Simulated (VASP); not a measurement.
# AlN (P2_1) in VASP: notebook

Runs on AlN. Level: LDA. Tasks: single point.

Everything below comes from runs of VASP 6.6.1. Logs are shortened: lines on timing, memory, paths and dates and some standing lists are left out, and cuts for length are marked.

## Step 1: The cell of the first run

It takes space group P2_1 (No. 4, monoclinic). The conventional cell has a = 3.089 Å, b = 4.944 Å, c = 3.089 Å, α = 90.00°, β = 120.00°, γ = 90.00°. Al (site symmetry 1) has 4 N at 1.87 to 1.89 Å within 2.5 Å. N (site symmetry 1) has 4 Al at 1.87 to 1.89 Å within 2.5 Å.

## Step 2: Single point, LDA (mode 4 frozen in at -0.052 Å and mode 5 at +0.052 Å (largest displacements))

INCAR

```
PREC = Accurate
ENCUT = 520
EDIFF = 1E-6
ISMEAR = 0
SIGMA = 0.05
LREAL = False
LASPH = True
NELM = 60
ALGO = Normal
ISIF = 2
LWAVE = False
LCHARG = False
NBANDS = 16
```

KPOINTS

```
regular mesh
0
Gamma
  9 9 6
```

POSCAR

```
AlN
1.0
    3.0887424016      0.0000000000      0.0000000000
   -1.5443712008      2.6749293856      0.0000000000
    0.0000000000      0.0000000000      4.9437688231
Al N
2 2
Direct
    0.3262726195      0.6859568955      0.0015212672
    0.6737273805      0.3140431045      0.5015212672
    0.3396338359      0.6494533735      0.3834787328
    0.6603661641      0.3505466265      0.8834787328
```

Potentials or basis: VASP PAW LDA potentials, release 64 (Al, N).

Started as:

```console
cat potpaw_LDA.64/Al/POTCAR potpaw_LDA.64/N/POTCAR > POTCAR
mpirun -np 1 vasp_std > vasp.out
```

OUTCAR:

```text
PREC = Accurate
   ENCUT = 520
   EDIFF = 1E-6
   ISMEAR = 0
   LREAL = False
   LASPH = True
   NELM = 60
   ISIF = 2

 ion  position               nearest neighbor table
   1  0.326  0.686  0.002-   4 1.87   4 1.87   4 1.88   3 1.89   2 2.99   2 2.99   2 3.03   2 3.03
                             2 3.13   2 3.13
   2  0.674  0.314  0.502-   3 1.87   3 1.87   3 1.88   4 1.89   1 2.99   1 2.99   1 3.03   1 3.03
                             1 3.13   1 3.13
   3  0.340  0.649  0.383-   2 1.87   2 1.87   2 1.88   1 1.89
   4  0.660  0.351  0.883-   1 1.87   1 1.87   1 1.88   2 1.89

  LATTYP: Found a hexagonal cell.
 ALAT       =     3.0887424016
 C/A-ratio  =     1.6005766038

  Lattice vectors:

 A1 = (   3.0887424016,   0.0000000000,   0.0000000000)
 A2 = (  -1.5443712008,   2.6749293856,   0.0000000000)
 A3 = (   0.0000000000,   0.0000000000,   4.9437688231)

Analysis of symmetry for initial positions (statically):
=====================================================================
 Subroutine PRICEL returns:
 Original cell was already a primitive cell.

 Routine SETGRP: Setting up the symmetry group for a
 hexagonal supercell.

 Subroutine GETGRP returns: Found  2 space group operations
 (whereof  1 operations were pure point group operations)
 out of a pool of 24 trial point group operations.

The static configuration has the point symmetry C_1 .
 The point group associated with its full space group is C_2 .

Analysis of symmetry for dynamics (positions and initial velocities):
=====================================================================
 Subroutine PRICEL returns:
 Original cell was already a primitive cell.

 Routine SETGRP: Setting up the symmetry group for a
 hexagonal supercell.

 Subroutine GETGRP returns: Found  2 space group operations
 (whereof  1 operations were pure point group operations)
 out of a pool of 24 trial point group operations.

The dynamic configuration has the point symmetry C_1 .
 The point group associated with its full space group is C_2 .

 Subroutine INISYM returns: Found  2 space group operations
 (whereof  1 operations are pure point group operations),
 and found     1 'primitive' translations

----------------------------------------------------------------------------------------

                                     Primitive cell

  volume of cell :      40.8462

  direct lattice vectors                    reciprocal lattice vectors
     3.088742402  0.000000000  0.000000000     0.323756361  0.186920822  0.000000000
    -1.544371201  2.674929386  0.000000000     0.000000000  0.373841644  0.000000000
     0.000000000  0.000000000  4.943768823     0.000000000  0.000000000  0.202274830

  length of vectors
     3.088742402  3.088742402  4.943768823     0.373841644  0.373841644  0.202274830

  position of ions in fractional coordinates (direct lattice)
     0.326272620  0.685956895  0.001521267
     0.673727380  0.314043105  0.501521267
     0.339633836  0.649453374  0.383478733
     0.660366164  0.350546626  0.883478733

  ion indices of the primitive-cell ions
   primitive index   ion index
                 1           1
                 2           2
                 3           3
                 4           4

----------------------------------------------------------------------------------------

 KPOINTS: regular mesh

Automatic generation of k-mesh.
 Grid dimensions read from file:
 generate k-points for:    9    9    6

 Generating k-lattice:

  Cartesian coordinates                     Fractional coordinates (reciprocal lattice)
     0.035972929  0.020768980  0.000000000     0.111111111 -0.000000000  0.000000000
     0.000000000  0.041537960  0.000000000     0.000000000  0.111111111  0.000000000
     0.000000000  0.000000000  0.033712472     0.000000000  0.000000000  0.166666667

  Length of vectors
     0.041537960  0.041537960  0.033712472

  Shift w.r.t. Gamma in fractional coordinates (k-lattice)
     0.000000000  0.000000000  0.000000000

 Subroutine IBZKPT returns following result:
 ===========================================

 Found    164 irreducible k-points:

 Following reciprocal coordinates:
            Coordinates               Weight
  0.000000  0.000000  0.000000      1.000000
  0.111111  0.000000  0.000000      2.000000
  0.000000  0.111111  0.000000      2.000000
 -0.111111  0.111111  0.000000      2.000000
  0.222222 -0.000000  0.000000      2.000000
  0.000000  0.222222  0.000000      2.000000
[... 16 lines left out ...]
  0.333333  0.111111  0.000000      2.000000
 -0.111111  0.444444  0.000000      2.000000
 [... further k-points ...]
   k-points           NKPTS =    164   k-points in BZ     NKDIM =    164   number of bands    NBANDS=     16
   number of dos      NEDOS =    301   number of ions     NIONS =      4
   total plane-waves  NPLWV =  23040
   dimension x,y,z NGX =    24 NGY =   24 NGZ =   40
   dimension x,y,z NGXF=    48 NGYF=   48 NGZF=   80
   ions per type =               2   2
   NGX,Y,Z   is equivalent  to a cutoff of  12.92, 12.92, 13.45 a.u.
   NGXF,Y,Z  is equivalent  to a cutoff of  25.84, 25.84, 26.90 a.u.
 SYSTEM =  unknown system
   PREC   = accura    normal or accurate (medium, high low for compatibility)
   ISTART =      0    job   : 0-new  1-cont  2-samecut
   ICHARG =      2    charge: 1-file 2-atom 10-const
   ISPIN  =      1    spin polarized calculation?
   LNONCOLLINEAR =      F non collinear calculations
   LSORBIT =      F    spin-orbit coupling
   LASPH  =      T    aspherical Exc in radial PAW
   ENCUT  =  520.0 eV  38.22 Ry    6.18 a.u.   5.74  5.74  9.19*2*pi/ulx,y,z
   NELM   =     60;   NELMIN=  2; NELMDL= -5     # of ELM steps
   EDIFF  = 0.1E-05   stopping-criterion for ELM
   LREAL  =      F    real-space projection
   EDIFFG = 0.1E-04   stopping-criterion for IOM
   NSW    =      0    number of steps for IOM
   IBRION =     -1    ionic relax: 0-MD 1-quasi-New 2-CG
   NFREE  =      0    steps in history (QN), initial steepest desc. (CG)
   ISIF   =      2    stress and relaxation
   ISYM   =      2    0-nonsym 1-usesym 2-fastsym
   POTIM  = 0.5000    time-step for ionic-motion
   TEBEG  =    0.0;   TEEND  =   0.0 temperature during run
   PSTRESS=    0.0 pullay stress
   NELECT =      16.0000    total number of electrons
   NUPDOWN=      -1.0000    fix difference up-down
   EMIN   =  10.00;   EMAX   =-10.00  energy-range for DOS
   EFERMI =   0.00;   METHOD = LEGACY
   ISMEAR =     0;   SIGMA  =   0.05  broadening in eV -4-tet -1-fermi 0-gaus
   EFERMI_NEDOS =   21; number of points for ismear=-14 and -15
   IALGO  =     38    algorithm
   IMIX   =      4    mixing-type and parameters
     AMIX     =   0.40;   BMIX     =  1.00
     AMIX_MAG =   1.60;   BMIX_MAG =  1.00
  volume/ion in A,a.u.               =      10.21        68.91
  Fermi-wavevector in a.u.,A,eV,Ry     =   1.197836  2.263582 19.521797  1.434812
  Thomas-Fermi vector in A             =   2.333741
   LORBIT       =      0    0 simple, 1 ext, 2 COOP (PROOUT), +10 PAW based schemes
   GGA     = CA    functional components
   LHFCALC =     F    Hartree Fock is set to
   AEXX    =    0.0000 exact exchange contribution
   IVDW    =     0    specifies the selected vdW correction
   LEPSILON=     F    determine dielectric tensor
   LRPA    =     F    only Hartree local field effects (RPA)
 non-spin polarized calculation
 Gauss-broadening in eV      SIGMA  =   0.05
  energy-cutoff  :      520.00
  volume of cell :       40.85
 maximum number of plane-waves:      1118
   NGX = 11   NGY = 11   NGZ = 19

 number of electron      15.9999999 magnetization

 Free energy of the ion-electron system (eV)
  ---------------------------------------------------
  ext. energy  EPLUGINS =         0.00000000
  ---------------------------------------------------
  free energy    TOTEN  =       -32.79888804 eV

  energy without entropy =      -32.79888804  energy(sigma->0) =      -32.79888804

 E-fermi :   6.4024     XC(G=0): -11.3452

 val. band max:        6.1514010239   @ k =   0.0000   0.0000   0.0000
 cond. band min:      10.5100175153   @ k =   0.0000   0.0000   0.0000
 fundamental gap:      4.3586164913
 Fermi energy:         6.4023748842

 k-point     1 :       0.0000    0.0000    0.0000
  band No.  band energies     occupation
      1      -9.0537      2.00000
      2      -6.7573      2.00000
      3      -0.0326      2.00000
      4       5.1950      2.00000
      5       5.2693      2.00000
      6       5.7766      2.00000
[... 8 lines left out ...]
     15      19.1429      0.00000
     16      19.5930      0.00000

 k-point     2 :       0.1111    0.0000    0.0000
  band No.  band energies     occupation
      1      -8.8896      2.00000
      2      -6.6628      2.00000
      3       0.1578      2.00000
      4       4.5094      2.00000
      5       5.0226      2.00000
      6       5.1927      2.00000
[... 8 lines left out ...]
     15      18.9665      0.00000
     16      19.3175      0.00000

 k-point     3 :       0.0000    0.1111    0.0000
  band No.  band energies     occupation
      1      -8.8898      2.00000
      2      -6.6617      2.00000
      3       0.1570      2.00000
      4       4.5005      2.00000
      5       5.0185      2.00000
      6       5.1676      2.00000
[... 8 lines left out ...]
     15      19.0076      0.00000
     16      19.3586      0.00000

 k-point     4 :      -0.1111    0.1111    0.0000
  band No.  band energies     occupation
      1      -8.8886      2.00000
      2      -6.6653      2.00000
      3       0.1598      2.00000
      4       4.5086      2.00000
      5       5.0409      2.00000
      6       5.2788      2.00000
[... 8 lines left out ...]
     15      19.0488      0.00000
     16      19.3315      0.00000
[... 324 lines left out ...]
 k-point    22 :       0.3333   -0.1111    0.0000
  band No.  band energies     occupation
      1      -7.9919      2.00000
      2      -6.2629      2.00000
      3       1.2419      2.00000
      4       2.2392      2.00000
      5       3.0196      2.00000
      6       4.2698      2.00000
[... 8 lines left out ...]
     15      18.3889      0.00000
     16      20.0675      0.00000

 k-point    23 :       0.3333    0.1111    0.0000
  band No.  band energies     occupation
      1      -7.3109      2.00000
      2      -6.1126      2.00000
      3       1.0442      2.00000
      4       2.1211      2.00000
      5       2.2457      2.00000
      6       3.7505      2.00000
[... 8 lines left out ...]
     15      18.8052      0.00000
     16      21.1461      0.00000

 k-point    24 :      -0.1111    0.4444    0.0000
  band No.  band energies     occupation
      1      -7.3122      2.00000
      2      -6.1077      2.00000
      3       0.9793      2.00000
      4       2.1321      2.00000
      5       2.3264      2.00000
      6       3.7021      2.00000
[... 8 lines left out ...]
     15      18.6339      0.00000
     16      20.7930      0.00000

 [... further k-points ...]
[... 5 lines left out ...]
  --------------------------------------------------------------------------------------
  -------------------------------------------------------------------------------------
  Total        0.1374754      0.0551784      0.1377957      0.0287167      0.0000000      0.0000000
  in kB        5.3924147      2.1643487      5.4049814      1.1264009      0.0000000      0.0000000
  external PRESSURE =       4.3205816 kB  Pullay stress =       0.0000000 kB

 VOLUME and BASIS-vectors are now :
 -----------------------------------------------------------------------------
  energy-cutoff  :      520.00
  volume of cell :       40.85
      direct lattice vectors                 reciprocal lattice vectors
     3.088742402  0.000000000  0.000000000     0.323756361  0.186920822  0.000000000
    -1.544371201  2.674929386  0.000000000     0.000000000  0.373841644  0.000000000
     0.000000000  0.000000000  4.943768823     0.000000000  0.000000000  0.202274830

 POSITION                                       TOTAL-FORCE (eV/Angst)
 -----------------------------------------------------------------------------------
     -0.05160      1.83489      0.00752         0.268850     -0.294285      0.038389
      1.59597      0.84004      2.47941        -0.268850      0.294285      0.038389
      0.04604      1.73724      1.89583        -0.144959      0.134310     -0.038389
      1.49833      0.93769      4.36771         0.144959     -0.134310     -0.038389
 -----------------------------------------------------------------------------------
    total drift:                               -0.000000     -0.000000     -0.000504

  FREE ENERGIE OF THE ION-ELECTRON SYSTEM (eV)
  ---------------------------------------------------
  free  energy   TOTEN  =       -32.7988880420 eV

  energy  without entropy=      -32.7988880420  energy(sigma->0) =      -32.79888804
```

Wall time 34 s (1 thread of Intel Xeon Platinum 8488C (Sapphire Rapids), shared host); peak memory 0.2 GiB.

Results:

| Property | Result |
| --- | --- |
| Free energy | -32.7989 eV |
| Pressure | 0.4 GPa |
| Largest force | 0.400 eV/Å |
| Band gap on the k mesh | 4.36 eV, direct |

Forces in eV/Å, atoms in the order of the input:
```
Al   0.269 -0.294  0.038
Al  -0.269  0.294  0.038
N   -0.145  0.134 -0.038
N    0.145 -0.134 -0.038
```

Stress tensor (GPa, compression positive):
```
0.54 0.11 0.00
0.11 0.22 0.00
0.00 0.00 0.54
```

Caveat: the cell differs from its parent crystal (mode 4 frozen in at -0.052 Å and mode 5 at +0.052 Å (largest displacements)).

## Step 3: Single point, LDA (mode 4 frozen in at -0.086 Å and mode 5 at +0.052 Å (largest displacements))

INCAR

```
SYSTEM = AlN
  PREC = Accurate
  ENCUT = 520
  EDIFF = 1E-7
  ISMEAR = 0
  SIGMA = 0.05
  LREAL = .FALSE.
  LASPH = .TRUE.
  NELM = 80
  ALGO = Normal
  ISIF = 2
  LWAVE = .FALSE.
  LCHARG = .TRUE.
  LELF = .TRUE.
  LVHAR = .TRUE.
  NBANDS = 16
```

KPOINTS

```
Automatic mesh
0
G
  9 9 6
  0 0 0
```

POSCAR

```
AlN
1.0
    3.0887424016      0.0000000000      0.0000000000
   -1.5443712008      2.6749293856      0.0000000000
    0.0000000000      0.0000000000      4.9437688231
Al N
2 2
Direct
    0.3151354007      0.6859568955      0.0015212672
    0.6848645993      0.3140431045      0.5015212672
    0.3495719354      0.6494533735      0.3834787328
    0.6504280646      0.3505466265      0.8834787328
```

Potentials or basis: VASP PAW LDA potentials, release 64 (Al, N).

Started as:

```console
cat potpaw_LDA.64/Al/POTCAR potpaw_LDA.64/N/POTCAR > POTCAR
mpirun -np 1 vasp_std > vasp.out
```

OUTCAR:

```text
SYSTEM = AlN
   PREC = Accurate
   ENCUT = 520
   EDIFF = 1E-7
   ISMEAR = 0
   LREAL = .FALSE.
   LASPH = .TRUE.
   NELM = 80
   ISIF = 2

 ion  position               nearest neighbor table
   1  0.315  0.686  0.002-   4 1.87   4 1.87   4 1.89   3 1.90   2 2.99   2 2.99   2 3.00   2 3.00
                             2 3.17   2 3.17
   2  0.685  0.314  0.502-   3 1.87   3 1.87   3 1.89   4 1.90   1 2.99   1 2.99   1 3.00   1 3.00
                             1 3.17   1 3.17
   3  0.350  0.649  0.383-   2 1.87   2 1.87   2 1.89   1 1.90
   4  0.650  0.351  0.883-   1 1.87   1 1.87   1 1.89   2 1.90

[... 660 lines left out ...]
  -------------------------------------------------------------------------------------
  Total        0.0348121      0.0720238      0.1365345      0.0439767      0.0000000      0.0000000
  in kB        1.3654922      2.8251025      5.3555082      1.7249688      0.0000000      0.0000000
  external PRESSURE =       3.1820343 kB  Pullay stress =       0.0000000 kB

 VOLUME and BASIS-vectors are now :
 -----------------------------------------------------------------------------
  energy-cutoff  :      520.00
  volume of cell :       40.85
      direct lattice vectors                 reciprocal lattice vectors
     3.088742402  0.000000000  0.000000000     0.323756361  0.186920822  0.000000000
    -1.544371201  2.674929386  0.000000000     0.000000000  0.373841644  0.000000000
     0.000000000  0.000000000  4.943768823     0.000000000  0.000000000  0.202274830

 POSITION                                       TOTAL-FORCE (eV/Angst)
 -----------------------------------------------------------------------------------
     -0.08600      1.83489      0.00752         0.448025     -0.271619      0.071911
      1.63037      0.84004      2.47941        -0.448025      0.271619      0.071911
      0.07674      1.73724      1.89583        -0.242739      0.144442     -0.071911
      1.46763      0.93769      4.36771         0.242739     -0.144442     -0.071911
 -----------------------------------------------------------------------------------
    total drift:                               -0.000000     -0.000000     -0.000591

  FREE ENERGIE OF THE ION-ELECTRON SYSTEM (eV)
  ---------------------------------------------------
  free  energy   TOTEN  =       -32.7623355168 eV

  energy  without entropy=      -32.7623355168  energy(sigma->0) =      -32.76233552
```

OSZICAR:

```text
N       E                     dE             d eps       ncg     rms          rms(c)
DAV:   1     0.364682299918E+02    0.36468E+02   -0.73311E+03  5256   0.895E+02
DAV:   2    -0.348012386033E+02   -0.71269E+02   -0.65710E+02  7336   0.177E+02
DAV:   3    -0.378726131665E+02   -0.30714E+01   -0.30634E+01  6656   0.375E+01
DAV:   4    -0.378877669261E+02   -0.15154E-01   -0.15153E-01  6544   0.318E+00
DAV:   5    -0.378879169946E+02   -0.15007E-03   -0.15007E-03  6648   0.309E-01    0.124E+01
DAV:   6    -0.328788175225E+02    0.50091E+01   -0.11458E+01  5528   0.241E+01    0.437E+00
DAV:   7    -0.328237726425E+02    0.55045E-01   -0.51354E-01  6584   0.471E+00    0.284E+00
DAV:   8    -0.327650716924E+02    0.58701E-01   -0.69016E-02  5616   0.220E+00    0.341E-01
DAV:   9    -0.327622363336E+02    0.28354E-02   -0.55559E-03  6904   0.535E-01    0.218E-01
DAV:  10    -0.327623840649E+02   -0.14773E-03   -0.58598E-04  5976   0.153E-01    0.109E-01
DAV:  11    -0.327623359706E+02    0.48094E-04   -0.87481E-05  6368   0.692E-02    0.185E-02
DAV:  12    -0.327623356603E+02    0.31030E-06   -0.13727E-06  6440   0.896E-03    0.481E-03
DAV:  13    -0.327623355159E+02    0.14439E-06   -0.54681E-07  6592   0.536E-03    0.516E-04
DAV:  14    -0.327623355168E+02   -0.84310E-09   -0.91275E-09  3072   0.760E-04
   1 F= -.32762336E+02 E0= -.32762336E+02  d E =-.219772E-16
```

It took 40 s on 1 thread of Intel Xeon Platinum 8488C (Sapphire Rapids), shared host; peak memory 0.2 GiB.

Results:

```yaml
Free_energy: -32.7623 eV
Pressure: 0.3 GPa
Largest_force: 0.529 eV/Å
Band_gap_on_the_k_mesh: 4.30 eV, direct
```

Forces on the atoms (eV/Å):
```
Al   0.448 -0.272  0.072
Al  -0.448  0.272  0.072
N   -0.243  0.144 -0.072
N    0.243 -0.144 -0.072
```

Stress tensor (GPa, compression positive):
```
0.14 0.17 0.00
0.17 0.28 0.00
0.00 0.00 0.54
```

Levels at points of the mesh, in eV from the valence-band top:
```tsv
k point	band 4	band 5	band 6	band 7	band 8	band 9	band 10	band 11	band 12	band 13
(0.00, 0.00, 0.00)	-1.00	-0.89	-0.44	-0.16	0.00	4.30	6.65	10.43	10.74	11.42
(0.00, 0.00, 0.50)	-3.42	-0.67	-0.67	-0.59	-0.59	6.48	6.48	10.22	10.22	11.30
```

Caveat: the cell differs from its parent crystal (mode 4 frozen in at -0.086 Å and mode 5 at +0.052 Å (largest displacements)). A k mesh can miss the band edges.
